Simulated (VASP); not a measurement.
Runs of VASP 6.6.1 on SnO2 (fluorite type). The structure is that of space group Fm-3m (No. 225), or close to it. The cells are those of the table. 

```tsv
task	cell	cutoff (eV)	k mesh for the DOS	occupations for the DOS	gap on the mesh (eV)	pressure (GPa)
single point	a = 3.101 Å, angles 60.0°, 3 atoms	520	-	-	4.94	(a)
single point	a = 3.260 Å, angles 60.0°, 3 atoms	520	-	-	(c)	136.0
single point	a = 3.485 Å, angles 60.0°, 3 atoms	520	-	-	1.15	(b)
single point	a = 3.637 Å, angles 60.0°, 3 atoms	520	-	-	none	0.6
single point	a = 3.376 Å, angles 60.0°, 3 atoms	520	-	-	2.23	72.7
relaxation of cell and atoms	relaxed from a = 3.488 Å, angles 60.0°, 3 atoms	600	-	-	none	0.0
single point	a = 3.563 Å, angles 60.0°, 3 atoms	520	-	-	0.45	14.2
```

Alike in all rows: level PBE; potentials or basis VASP PAW PBE potentials, release 64 (Sn_d, O); no spin polarisation; k mesh 12 × 12 × 12; smearing fermi-dirac 0.08 eV.

Question: Estimate the missing entries.

Answer: (a) 275.9; (b) 33.6; (c) 3.52.

Caveats: spin-orbit coupling is left out, which moves the levels of the heavy elements.

A k mesh can miss the band edges, and the runs leave out spin-orbit coupling on Sn.

A gap of «none» marks levels without a gap at the run's occupations.
